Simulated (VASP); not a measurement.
# MgSnO4 (F-43m) in VASP: further runs

The runs below take MgSnO4 through single point, relaxation of cell and atoms, with PBE.

Program: VASP 6.6.1. These are calculated values, not measurements. Logs are shortened: lines on timing, memory, paths and dates and some standing lists are left out, and cuts for length are marked.

### 1 The cell of the first run

The structure is cubic, space group F-43m (No. 216). Conventional cell: a = 6.530 Å, b = 6.530 Å, c = 6.530 Å, α = 90.00°, β = 90.00°, γ = 90.00°. Mg (site symmetry -43m) has 12 O at 2.71 Å and 4 Sn at 2.83 Å within 3.6 Å. Within 3.6 Å of Sn (site symmetry -43m) lie 12 O at 2.70 Å and 4 Mg at 2.83 Å. O (site symmetry 3m) has 6 O at 2.28 to 2.34 Å and 3 Sn at 2.70 Å and 3 Mg at 2.71 Å within 3.0 Å.

The cell was built from a structure type or drawn by symmetry, and may not be a known phase.

### 2 Single point, PBE

INCAR

```
SYSTEM = MgSnO4
PREC = Accurate
ENCUT = 520
EDIFF = 1E-6
ISMEAR = 0
SIGMA = 0.1
LREAL = .FALSE.
LASPH = .TRUE.
NELM = 100
ALGO = Normal
ISIF = 2
LWAVE = .FALSE.
LCHARG = .FALSE.
GGA = PE
NBANDS = 29
```

KPOINTS

```
regular mesh
0
G
  4 4 4
  0 0 0
```

POSCAR

```
MgSnO4
1.0
    0.0000000000      3.2647532967      3.2647532967
    3.2647532967      0.0000000000      3.2647532967
    3.2647532967      3.2647532967      0.0000000000
Mg Sn O
1 1 4
Direct
    0.0000000000      0.0000000000      0.0000000000
    0.7500000000      0.7500000000      0.7500000000
    0.8697066685      0.3767644438      0.3767644438
    0.3767644438      0.3767644438      0.3767644438
    0.3767644438      0.8697066685      0.3767644438
    0.3767644438      0.3767644438      0.8697066685
```

Potentials or basis: VASP PAW PBE potentials, release 64 (Mg, Sn_d, O).

Started as:

```
$ cat potpaw_PBE.64/Mg/POTCAR potpaw_PBE.64/Sn_d/POTCAR potpaw_PBE.64/O/POTCAR > POTCAR
$ mpirun -np 1 vasp_std > vasp.out
```

OUTCAR:

```text
SYSTEM = MgSnO4
   PREC = Accurate
   ENCUT = 520
   EDIFF = 1E-6
   ISMEAR = 0
   LREAL = .FALSE.
   LASPH = .TRUE.
   NELM = 100
   ISIF = 2
   GGA = PE

 ion  position               nearest neighbor table
   1  0.000  0.000  0.000-   3 2.71   5 2.71   6 2.71   4 2.71   4 2.71   4 2.71   3 2.71   3 2.71
                             6 2.71   5 2.71   5 2.71   6 2.71   2 2.83   2 2.83   2 2.83   2 2.83
   2  0.750  0.750  0.750-   5 2.70   6 2.70   3 2.70   6 2.70   3 2.70   5 2.70   4 2.70   4 2.70
                             4 2.70   3 2.70   5 2.70   6 2.70   1 2.83   1 2.83   1 2.83   1 2.83
   3  0.870  0.377  0.377-   2 2.70   2 2.70   2 2.70   1 2.71   1 2.71   1 2.71
   4  0.377  0.377  0.377-   2 2.70   2 2.70   2 2.70   1 2.71   1 2.71   1 2.71
   5  0.377  0.870  0.377-   2 2.70   2 2.70   2 2.70   1 2.71   1 2.71   1 2.71
   6  0.377  0.377  0.870-   2 2.70   2 2.70   2 2.70   1 2.71   1 2.71   1 2.71

  LATTYP: Found a face centered cubic cell.
 ALAT       =     6.5295065934

  Lattice vectors:

 A1 = (   0.0000000000,   3.2647532967,   3.2647532967)
 A2 = (   3.2647532967,   0.0000000000,   3.2647532967)
 A3 = (   3.2647532967,   3.2647532967,   0.0000000000)

Analysis of symmetry for initial positions (statically):
=====================================================================
 Subroutine PRICEL returns:
 Original cell was already a primitive cell.

 Routine SETGRP: Setting up the symmetry group for a
 face centered cubic supercell.

 Subroutine GETGRP returns: Found 24 space group operations
 (whereof 24 operations were pure point group operations)
 out of a pool of 48 trial point group operations.

The static configuration has the point symmetry T_d .

Analysis of symmetry for dynamics (positions and initial velocities):
=====================================================================
 Subroutine PRICEL returns:
 Original cell was already a primitive cell.

 Routine SETGRP: Setting up the symmetry group for a
 face centered cubic supercell.

 Subroutine GETGRP returns: Found 24 space group operations
 (whereof 24 operations were pure point group operations)
 out of a pool of 48 trial point group operations.

The dynamic configuration has the point symmetry T_d .

 Subroutine INISYM returns: Found 24 space group operations
 (whereof 24 operations are pure point group operations),
 and found     1 'primitive' translations

----------------------------------------------------------------------------------------

[... 86 lines left out ...]
   NSW    =      0    number of steps for IOM
   IBRION =     -1    ionic relax: 0-MD 1-quasi-New 2-CG
   NFREE  =      0    steps in history (QN), initial steepest desc. (CG)
   ISIF   =      2    stress and relaxation
   ISYM   =      2    0-nonsym 1-usesym 2-fastsym
   POTIM  = 0.5000    time-step for ionic-motion
   TEBEG  =    0.0;   TEEND  =   0.0 temperature during run
   PSTRESS=    0.0 pullay stress
   NELECT =      40.0000    total number of electrons
   NUPDOWN=      -1.0000    fix difference up-down
   EMIN   =  10.00;   EMAX   =-10.00  energy-range for DOS
   EFERMI =   0.00;   METHOD = LEGACY
   ISMEAR =     0;   SIGMA  =   0.10  broadening in eV -4-tet -1-fermi 0-gaus
   EFERMI_NEDOS =   21; number of points for ismear=-14 and -15
   IALGO  =     38    algorithm
   IMIX   =      4    mixing-type and parameters
     AMIX     =   0.40;   BMIX     =  1.00
     AMIX_MAG =   1.60;   BMIX_MAG =  1.00
  volume/ion in A,a.u.               =      11.60        78.28
  Fermi-wavevector in a.u.,A,eV,Ry     =   1.361135  2.572172 25.207349  1.852688
  Thomas-Fermi vector in A             =   2.487737
   LORBIT       =      0    0 simple, 1 ext, 2 COOP (PROOUT), +10 PAW based schemes
   GGA     = PE    functional components
   LHFCALC =     F    Hartree Fock is set to
   AEXX    =    0.0000 exact exchange contribution
   IVDW    =     0    specifies the selected vdW correction
   LEPSILON=     F    determine dielectric tensor
   LRPA    =     F    only Hartree local field effects (RPA)
 non-spin polarized calculation
 Gauss-broadening in eV      SIGMA  =   0.10
  energy-cutoff  :      520.00
  volume of cell :       69.60
 maximum number of plane-waves:      1893
 NGX is ok and might be reduce to    36
   NGX = 17   NGY = 17   NGZ = 17

 number of electron      39.9999987 magnetization

 Free energy of the ion-electron system (eV)
  ---------------------------------------------------
  ext. energy  EPLUGINS =         0.00000000
  ---------------------------------------------------
  free energy    TOTEN  =       -22.67333397 eV

  energy without entropy =      -22.65575745  energy(sigma->0) =      -22.66454571

 E-fermi :   5.5503     XC(G=0): -11.1283

 val. band max:        5.4695610873   @ k =   0.2500   0.2500   0.0000
 cond. band min:       5.6050166953   @ k =  -0.2500   0.2500   0.0000
 fundamental gap:      0.1354556080
 Fermi energy:         5.5502677602

 k-point     1 :       0.0000    0.0000    0.0000
  band No.  band energies     occupation
      1     -16.0475      2.00000
      2     -16.0475      2.00000
      3     -16.0475      2.00000
      4     -15.9966      2.00000
      5     -15.9966      2.00000
      6     -13.8962      2.00000
[... 245 lines left out ...]
     28      15.3508      0.00000
     29      15.7572      0.00000

------------------------ aborting loop because EDIFF is reached ----------------------------------------

  FORCE on cell =-STRESS in cart. coord.  units (eV):
  Direction    XX          YY          ZZ          XY          YZ          ZX
  --------------------------------------------------------------------------------------
  -------------------------------------------------------------------------------------
  Total       -0.1289260     -0.1289260     -0.1289260      0.0000000      0.0000000      0.0000000
  in kB       -2.9680424     -2.9680424     -2.9680424      0.0000000      0.0000000      0.0000000
  external PRESSURE =      -2.9680424 kB  Pullay stress =       0.0000000 kB

 VOLUME and BASIS-vectors are now :
 -----------------------------------------------------------------------------
  energy-cutoff  :      520.00
  volume of cell :       69.60
      direct lattice vectors                 reciprocal lattice vectors
     0.000000000  3.264753297  3.264753297    -0.153150929  0.153150929  0.153150929
     3.264753297  0.000000000  3.264753297     0.153150929 -0.153150929  0.153150929
     3.264753297  3.264753297  0.000000000     0.153150929  0.153150929 -0.153150929

 POSITION                                       TOTAL-FORCE (eV/Angst)
 -----------------------------------------------------------------------------------
      0.00000      0.00000      0.00000        -0.000000      0.000000      0.000000
      4.89713      4.89713      4.89713        -0.000000      0.000000      0.000000
      2.46009      4.06942      4.06942         0.001579     -0.001579     -0.001579
      2.46009      2.46009      2.46009         0.001579      0.001579      0.001579
      4.06942      2.46009      4.06942        -0.001579      0.001579     -0.001579
      4.06942      4.06942      2.46009        -0.001579     -0.001579      0.001579
 -----------------------------------------------------------------------------------
    total drift:                                0.000002      0.000002      0.000002

  FREE ENERGIE OF THE ION-ELECTRON SYSTEM (eV)
  ---------------------------------------------------
  free  energy   TOTEN  =       -22.6733339744 eV

  energy  without entropy=      -22.6557574490  energy(sigma->0) =      -22.66454571
```

stdout:

```text
POSCAR found type information on POSCAR MgSnO
 POSCAR found :  3 types and       6 ions
 scaLAPACK will be used
 LDA part: xc-table for (Slater+PW92), standard interpolation
 POSCAR, INCAR and KPOINTS ok, starting setup
 FFT: planning ... GRIDC
 FFT: planning ... GRID_SOFT
 FFT: planning ... GRID
 WAVECAR not read
 entering main loop
```

It took 26 s on 1 thread of Intel Xeon Platinum 8488C (Sapphire Rapids), shared host; peak memory 0.2 GiB.

Results:

```yaml
Free_energy: -22.6733 eV
Pressure: -0.3 GPa
Band_gap_on_the_k_mesh: zero (bands 20 and 21 overlap by 0.60 eV)
```

Forces on the atoms (eV/Å):
```
Mg   0.000  0.000  0.000
Sn   0.000  0.000  0.000
O    0.002 -0.002 -0.002
O    0.002  0.002  0.002
O   -0.002  0.002 -0.002
O   -0.002 -0.002  0.002
```

Levels at points of the mesh, in eV from the Fermi level:
```csv
k point,band 16,band 17,band 18,band 19,band 20,band 21,band 22,band 23,band 24,band 25
"(0.00, 0.00, 0.00)",-3.59,-0.12,-0.12,-0.12,0.65,0.65,0.65,1.95,1.95,1.95
"(0.50, 0.00, 0.00)",-2.14,-2.07,-2.07,-1.77,-0.09,0.62,0.62,1.04,3.79,3.79
"(0.50, 0.50, 0.00)",-2.16,-1.87,-1.87,-1.87,-0.37,0.51,0.51,2.04,3.66,3.66
```

Caveat: the k points lie up to 0.42 Å⁻¹ apart, too coarse for converged energies and pressures of a metal; semilocal functionals underestimate gaps, so a narrow gap can read as zero; spin-orbit coupling is left out, which moves the levels of the heavy elements.

### 3 Single point, PBE

This run uses another cell than the first one, of 14.33 Å³/atom.

INCAR

```
ALGO     = Normal         # electronic algorithm
EDIFF    = 1E-7           # SCF threshold, eV
ENCUT    = 520            # plane-wave cutoff, eV
GGA      = PE             # functional
ISIF     = 2              # what is computed and relaxed
ISMEAR   = 0              # smearing method
LASPH    = True           # aspherical terms in the spheres
LCHARG   = True           # write CHGCAR
LELF     = True           # ELF
LREAL    = False          # projectors in reciprocal space
LVHAR    = True         
LWAVE    = False          # write WAVECAR
NBANDS   = 29             # bands
NELM     = 100            # most SCF steps
PREC     = Accurate       # precision mode
SIGMA    = 0.1            # smearing width, eV
```

KPOINTS

```
k-points
0
Gamma
  4 4 4
```

POSCAR

```
MgSnO4
1.0
    0.0000000000      3.5034811700      3.5034811700
    3.5034811700      0.0000000000      3.5034811700
    3.5034811700      3.5034811700      0.0000000000
Mg Sn O
1 1 4
Direct
    0.0000000000      0.0000000000      0.0000000000
    0.7500000000      0.7500000000      0.7500000000
    0.8759250000      0.3746916700      0.3746916700
    0.3746916700      0.3746916700      0.3746916700
    0.3746916700      0.8759250000      0.3746916700
    0.3746916700      0.3746916700      0.8759250000
```

Potentials or basis: VASP PAW PBE potentials, release 64 (Mg, Sn_d, O).

Started as:

```
$ cat potpaw_PBE.64/Mg/POTCAR potpaw_PBE.64/Sn_d/POTCAR potpaw_PBE.64/O/POTCAR > POTCAR
$ mpirun -np 1 vasp_std > vasp.out
```

Run time: 37 s. Hardware: 1 thread of Intel Xeon Platinum 8488C (Sapphire Rapids), shared host; peak memory 0.24 GiB.

It converged, with:

```
Free energy            : -21.7827 eV
Pressure               : -14.2 GPa
Largest force          : 0.229 eV/Å
Band gap on the k mesh : zero (bands 20 and 21 overlap by 0.46 eV)
```

Forces on the atoms (eV/Å):
```
Mg   0.000  0.000  0.000
Sn   0.000  0.000  0.000
O    0.132 -0.132 -0.132
O    0.132  0.132  0.132
O   -0.132  0.132 -0.132
O   -0.132 -0.132  0.132
```

Levels at points of the mesh, in eV from the Fermi level:
```
           k point  band 17  band 18  band 19  band 20  band 21  band 22  band 23  band 24
(0.00, 0.00, 0.00)    -0.05    -0.05    -0.05     0.50     0.50     0.50     1.79     1.79
(0.50, 0.00, 0.00)    -1.48    -1.48    -1.30    -0.03     0.48     0.48     0.67     3.11
(0.50, 0.50, 0.00)    -1.43    -1.34    -1.34    -0.70     0.40     0.40     1.58     2.98
```

Caveat: the k points lie up to 0.39 Å⁻¹ apart; semilocal functionals underestimate gaps, so a narrow gap can read as zero; spin-orbit coupling is left out, which moves the levels of the heavy elements.

(Continued in part 2 of 2.)
